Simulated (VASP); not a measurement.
## CdSe: single point with PBEsol

The system is CdSe.

```xyz
2
Lattice="0.0000 3.4975 3.0413 3.0413 0.0000 3.0413 3.0413 3.4975 0.0000" Properties=species:S:1:pos:R:3 pbc="T T T"
Cd    0.0000    0.0000    0.0000
Se    4.5620    5.2463    4.5620
```

This cell differs from its parent crystal: engineering shear strain xz +0.0000, normal strain along z +0.1500.

* Program: VASP 6.6.1
* Task: single point
* Functional: PBEsol
* Potentials or basis: VASP PAW PBE potentials, release 64 (Cd, Se)
* Cutoff: 520 eV
* k mesh: 10 × 10 × 10
* Occupations: gaussian, width 0.05 eV
* Spin: no spin polarisation
* Dipole correction: no
* Further INCAR settings: ALGO = Normal; EDIFF = 1e-07; NBANDS = 16

| Item | Value |
| --- | --- |
| Pressure | -5.3 GPa |
| Band gap on the k mesh | zero (filled and empty bands touch) |

Stress tensor (GPa, compression positive):
```
-4.06  0.00  0.00
 0.00 -7.81  0.00
 0.00  0.00 -4.06
```

Levels at points of the mesh, in eV from the Fermi level:
```csv
k point,band 7,band 8,band 9,band 10,band 11,band 12
"(0.00, 0.00, 0.00)",-0.51,-0.04,-0.02,-0.02,5.72,5.72
"(0.50, 0.00, 0.00)",-3.82,-1.03,-0.44,1.80,5.86,6.60
"(0.50, 0.50, 0.00)",-3.43,-1.80,-1.66,2.96,2.98,8.23
"(0.50, 0.00, 0.50)",-4.11,-1.24,-1.24,3.34,3.94,7.52
```

Run time: 3.9 min on 1 thread of AMD EPYC 7R13 (shared host), peak memory 0.24 GiB.

Caveat: the cell differs from its parent crystal (engineering shear strain xz +0.0000, normal strain along z +0.1500); the PAW data sets were made with another functional, which shifts forces and pressure a little.
